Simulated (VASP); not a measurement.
Wanted: the native input for a VASP 6.6.1 run.

```yaml
Task: single point
Functional: PBEsol
Potentials_or_basis: VASP PAW PBE potentials, release 64 (C)
Cutoff: 520 eV
k_mesh: 6 × 6 × 2
Occupations: methfessel-paxton, width 0.1 eV
Spin: no spin polarisation
Dipole_correction: no
Further_INCAR_settings: ALGO = Normal; EDIFF = 1e-07; NBANDS = 11
```

The structure of C lies in POSCAR:

```
C
1.0
    2.4561700000      0.0000000000      0.0000000000
   -1.2280850000      2.1271060000      0.0000000000
    0.0000000000      0.0000000000      8.5238030000
C
2
Direct
    0.3333333333      0.6666666667      0.0000000000
    0.6666666667      0.3333333333      0.0000000000
```

One way to write it, as run:

INCAR

```
  PREC = Accurate
  ENCUT = 520
  EDIFF = 1E-7
  ISMEAR = 1
  SIGMA = 0.1
  LREAL = F
  LASPH = T
  NELM = 100
  ALGO = Normal
  ISIF = 2
  LWAVE = F
  LCHARG = T
  GGA = PS
  LELF = T
  LVHAR = T
  NBANDS = 11
```

KPOINTS

```
Automatic mesh
0
Gamma
  6 6 2
```

Potentials or basis: VASP PAW PBE potentials, release 64 (C).

Run with:

```sh
$ cat potpaw_PBE.64/C/POTCAR > POTCAR
$ mpirun -np 1 vasp_std > vasp.out
```

Results of the run:

```
Band gap on the k mesh : zero (filled and empty bands touch)
```

Caveat: the k points lie up to 0.49 Å⁻¹ apart.

Run time: 14 s on 1 thread of Intel Xeon 8259CL, with other jobs on the host, peak memory 0.14 GiB.
